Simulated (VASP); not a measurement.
Here is a VASP 6.6.1 calculation.

Contents of INCAR:

```
SYSTEM = AlAu2
PREC = Accurate
ENCUT = 520
EDIFF = 1E-6
ISMEAR = -1
SIGMA = 0.05
LREAL = .False.
LASPH = .True.
NELM = 100
ALGO = Normal
ISIF = 2
LWAVE = .False.
LCHARG = .True.
GGA = CA
LELF = .True.
LVHAR = .True.
NBANDS = 20
```

The input KPOINTS:

```
Automatic mesh
0
Gamma
  12 12 12
  0 0 0
```

POSCAR

```
AlAu2
1.0
   -1.6715140000      1.6715140000      4.3990750000
    1.6715140000     -1.6715140000      4.3990750000
    1.6715140000      1.6715140000     -4.3990750000
Al Au
1 2
Direct
    0.0000000000      0.0000000000      0.0000000000
    0.6562730000      0.6562730000      0.0000000000
    0.3437270000      0.3437270000      0.0000000000
```

Potentials or basis: VASP PAW LDA potentials, release 64 (Al, Au).

Run with:

```bash
$ cat potpaw_LDA.64/Al/POTCAR potpaw_LDA.64/Au/POTCAR > POTCAR
$ mpirun -np 1 vasp_std > vasp.out
```

Question: Estimate the largest force.

Answer: 0.017 eV/Å.

Question: Predict the pressure.

Answer: -5.7 GPa.

Stress tensor (GPa, compression positive):
```
-5.43  0.00  0.00
 0.00 -5.43  0.00
 0.00  0.00 -6.29
```
